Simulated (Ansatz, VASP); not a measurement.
# Mg3Sb2: VASP beside Ansatz

Contents of POSCAR:

```
Mg3Sb2
1.0
    4.5938676660      0.0000000000      0.0000000000
   -2.2969338330      3.9784061003      0.0000000000
    0.0000000000      0.0000000000      7.2742753392
Mg Sb
3 2
Direct
    0.3333333333      0.6666666667      0.6319626151
    0.6666666667      0.3333333333      0.3680373849
    0.0000000000      0.0000000000      0.0000000000
    0.3333333333      0.6666666667      0.2256274637
    0.6666666667      0.3333333333      0.7743725363
```

Contents of INCAR.step1:

```
  PREC = Accurate
  ENCUT = 660
  ISMEAR = 0
  SIGMA = 0.01
  LREAL = F
  LASPH = T
  NELM = 120
  NBANDS = 16
  GGA = PE
  ALGO = Normal
  EDIFF = 1E-5
  LWAVE = T
  LCHARG = F
  GGA_COMPAT = F
```

The input INCAR.step2:

```
  PREC = Accurate
  ENCUT = 660
  EDIFF = 1E-6
  ISMEAR = 0
  SIGMA = 0.01
  LREAL = F
  LASPH = T
  NELM = 120
  ALGO = Normal
  ISIF = 2
  LWAVE = F
  LCHARG = F
  METAGGA = R2SCAN
  LMIXTAU = T
  NBANDS = 16
  ISTART = 1
  GGA_COMPAT = F
```

Contents of KPOINTS:

```
regular mesh
0
Gamma
  12 12 6
```

Input for Ansatz:

```yaml
crystal:
  lattice:
    - [4.593867666, 0.0, 0.0]
    - [-2.296933833, 3.9784061003, 0.0]
    - [0.0, 0.0, 7.2742753392]
  atoms:
    - { symbol: Mg, position: [0.3333333333, 0.6666666667, 0.6319626151] }
    - { symbol: Mg, position: [0.6666666667, 0.3333333333, 0.3680373849] }
    - { symbol: Mg, position: [0.0, 0.0, 0.0] }
    - { symbol: Sb, position: [0.3333333333, 0.6666666667, 0.2256274637] }
    - { symbol: Sb, position: [0.6666666667, 0.3333333333, 0.7743725363] }
basis:
  ecutwfc: 500
kpoints:
  mp_grid: { grid: [12, 12, 6] }
  band_path:
    path:
      - [[0.0, 0.0, 0.0], [0.5, 0.0, 0.0], [0.33333333, 0.33333333, 0.0], [0.0, 0.0, 0.0], [0.0, 0.0, 0.5], [0.5, 0.0, 0.5], [0.33333333, 0.33333333, 0.5], [0.0, 0.0, 0.5]]
      - [[0.5, 0.0, 0.5], [0.5, 0.0, 0.0]]
      - [[0.33333333, 0.33333333, 0.5], [0.33333333, 0.33333333, 0.0]]
    npoints: 14
hamiltonian:
  xc: r2scan
scf:
  occupations: { method: gaussian, width: 0.01 }
  n_extra_bands: 12
output:
  forces: true
  stress: true
  eigenvalues: true
  populations: true
  dos: { projected: true, de: 0.02, nscf_kmesh: { grid: [18, 18, 9] } }
  bader: true
  write_density: true
  write_potential: true
  elf: true
  volumetric_format: npy
```

Alike in both runs: task single point; functional r2SCAN; k mesh 12 × 12 × 6; occupations gaussian, width 0.01 eV; no spin polarisation.

|  | VASP | Ansatz |
| --- | --- | --- |
| version | VASP 6.6.1 | Ansatz 0.2.0 |
| potentials or method | VASP PAW PBE potentials, release 64 (Mg, Sb), cutoff 660 eV | scalar-relativistic, plane waves, PAW |
| valence electrons in the cell | 16 | 60 |

|  | VASP | Ansatz | Ansatz less VASP |
| --- | --- | --- | --- |
| gap on the k mesh at the Fermi level (eV) | 0.51 | 0.56 | +0.044 |
| least direct gap on the mesh (eV) | 1.67 | 1.70 | +0.026 |
| pressure (GPa) | -0.9 | -0.9 | +0.01 |
| traceless stress, the component that is largest in VASP (GPa) | 0.13 | 0.12 | -0.015 |
| rms of the force components (eV/Å) | 0.061 | 0.066 | +0.0055 |

VASP's potentials were made for PBE, not for r2SCAN. Atom by atom the forces differ by 0.006 eV/Å (rms over components). VASP's potentials hold 16 valence electrons a cell and Ansatz's 60, so a difference there can come from the potentials and not from the codes.

Spin-orbit coupling is off throughout.
